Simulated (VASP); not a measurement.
Runs of VASP 6.6.1 on Sb. The structure is that of space group R-3m (No. 166), or close to it. The cells are those of the table. 

| task | level | potentials or basis | cell | k mesh | cutoff (eV) | second run | gap on the mesh (eV) | pressure (GPa) | largest force (eV/Å) |
| --- | --- | --- | --- | --- | --- | --- | --- | --- | --- |
| single point | PBEsol | VASP PAW PBE potentials, release 64 (Sb) | a = 4.446 Å, angles 58.2°, 2 atoms | 12 × 12 × 12 | 520 | - | none | 0.1 | 0.01 |
| single point | PBEsol | VASP PAW PBE potentials, release 64 (Sb_d_GW) | a = 4.446 Å, angles 58.2°, 2 atoms | 12 × 12 × 12 | 500 | valence_matched | none | -0.1 | 0.04 |
| relaxation of shape and atoms at fixed volume | PBE+D3(BJ) | VASP PAW PBE potentials, release 64 (Sb) | relaxed from a = 4.627 Å, angles 57.2°, 2 atoms | 12 × 12 × 12 | 600 | - | none | -3.1 | - |
| single point | PBE+D3(BJ) | VASP PAW PBE potentials, release 64 (Sb) | a = 4.446 Å, angles 58.2°, 2 atoms | 12 × 12 × 12 | 520 | - | none | 0.1 | 0.04 |
| single point | PBE+D3(BJ) | VASP PAW PBE potentials, release 64 (Sb) | a = 4.507 Å, angles 57.1°, 2 atoms | 6 × 6 × 6 | 520 | - | none | 0.2 | (a) |
| relaxation of cell and atoms | PBE+D3(BJ) | VASP PAW PBE potentials, release 64 (Sb) | relaxed from a = 4.507 Å, angles 57.1°, 2 atoms | 12 × 12 × 12 | 600 | - | none | 0.0 | - |
| relaxation of shape and atoms at fixed volume | PBE+D3(BJ) | VASP PAW PBE potentials, release 64 (Sb) | relaxed from a = 4.490 Å, angles 58.2°, 2 atoms | 12 × 12 × 12 | 600 | - | none | -1.3 | - |
| relaxation of shape and atoms at fixed volume | PBE+D3(BJ) | VASP PAW PBE potentials, release 64 (Sb) | relaxed from a = 4.549 Å, angles 57.8°, 2 atoms | 12 × 12 × 12 | 600 | - | none | -2.2 | - |

Alike in all rows: no spin polarisation; smearing gaussian 0.1 eV.

Task: Estimate the missing entries.

Result: (a) 0.11.

Caveats: spin-orbit coupling is left out, which moves the levels of the heavy elements; pairwise dispersion overbinds metals, which lowers pressure and volume (some runs); the PAW data sets were made with another functional, which shifts forces and pressure a little (some runs).

A k mesh can miss the band edges, and the runs leave out spin-orbit coupling on Sb.

A gap of «none» marks levels without a gap at the run's occupations.

The runs don't all hold the same shells in valence.
